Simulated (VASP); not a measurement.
A run of VASP 6.6.1:

Contents of INCAR:

```
PREC = Accurate
ENCUT = 520
EDIFF = 1E-8
ISMEAR = -1
SIGMA = 0.02
LREAL = F
LASPH = T
NELM = 120
ALGO = Normal
ISIF = 2
LWAVE = F
LCHARG = F
GGA = CA
LEFG = T
NBANDS = 25
GGA_COMPAT = F
```

The input KPOINTS:

```
regular mesh
0
Gamma
  5 5 7
```

POSCAR

```
MgF2
1.0
    4.5269612842      0.0000000000      0.0000000000
    0.0000000000      4.5269612842      0.0000000000
    0.0000000000      0.0000000000      2.9543337453
Mg F
2 4
Direct
    0.0000000000      0.0000000000      0.0000000000
    0.5000000000      0.5000000000      0.5000000000
    0.3028000000      0.3028000000      0.0000000000
    0.1972000000      0.8028000000      0.5000000000
    0.6972000000      0.6972000000      0.0000000000
    0.8028000000      0.1972000000      0.5000000000
```

Potentials or basis: VASP PAW LDA potentials, release 64 (Mg, F).

The run is started by

```console
$ cat potpaw_LDA.64/Mg/POTCAR potpaw_LDA.64/F/POTCAR > POTCAR
$ mpirun -np 1 vasp_std > vasp.out
```

Hardware: 1 thread of AMD EPYC 9R45 96-Core Processor (Zen 5), with other jobs on the host.

Estimate the wall time of this run.

Run time: 16 s on 1 thread of AMD EPYC 9R45 96-Core Processor (Zen 5) (shared host), peak memory 0.14 GiB. Counts: scf iterations 13, k points 24.
